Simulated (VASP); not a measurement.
Here is a VASP 6.6.1 calculation.

File POSCAR:

```
Fe3Pb
1.0
    0.0000000000      3.0723652442      3.0723652442
    3.0723652442      0.0000000000      3.0723652442
    3.0723652442      3.0723652442      0.0000000000
Fe Pb
3 1
Direct
    0.2500000000      0.2500000000      0.2500000000
    0.7500000000      0.7500000000      0.7500000000
    0.5000000000      0.5000000000      0.5000000000
    0.0000000000      0.0000000000      0.0000000000
```

Contents of INCAR.step1:

```
PREC     = Accurate       # precision mode
ENCUT    = 520            # plane-wave cutoff, eV
ISMEAR   = 0              # smearing method
SIGMA    = 0.1            # smearing width, eV
LREAL    = F              # projectors in reciprocal space
LASPH    = T              # aspherical terms in the spheres
NELM     = 80             # most SCF steps
NBANDS   = 27             # bands
GGA      = PE             # functional
ALGO     = Normal         # electronic algorithm
EDIFF    = 1E-4           # SCF threshold, eV
LWAVE    = T              # write WAVECAR
LCHARG   = F              # write CHGCAR
```

The input INCAR.step2:

```
PREC     = Accurate       # precision mode
ENCUT    = 520            # plane-wave cutoff, eV
EDIFF    = 1E-6           # SCF threshold, eV
ISMEAR   = 0              # smearing method
SIGMA    = 0.1            # smearing width, eV
LREAL    = F              # projectors in reciprocal space
LASPH    = T              # aspherical terms in the spheres
NELM     = 80             # most SCF steps
ALGO     = Normal         # electronic algorithm
ISIF     = 2              # what is computed and relaxed
LWAVE    = F              # write WAVECAR
LCHARG   = T              # write CHGCAR
METAGGA  = R2SCAN         # meta-GGA
LMIXTAU  = T            
LELF     = T              # ELF
LVHAR    = T            
NBANDS   = 27             # bands
ISTART   = 1
```

Contents of KPOINTS:

```
regular mesh
0
Gamma
  12 12 12
```

Potentials or basis: VASP PAW PBE potentials, release 64 (Fe, Pb_d).

Run with:

```sh
$ cat potpaw_PBE.64/Fe/POTCAR potpaw_PBE.64/Pb_d/POTCAR > POTCAR
$ cp INCAR.step1 INCAR
$ mpirun -np 1 vasp_std > vasp.out
$ cp INCAR.step2 INCAR
$ mpirun -np 1 vasp_std > vasp.out
```

(1) Estimate the pressure.

Answers

(1) -15.6 GPa.

Caveat: the cell stands under tension; the PAW data sets were made with another functional, which shifts forces and pressure a little; the run has no spin polarisation, though such a crystal can be magnetic.
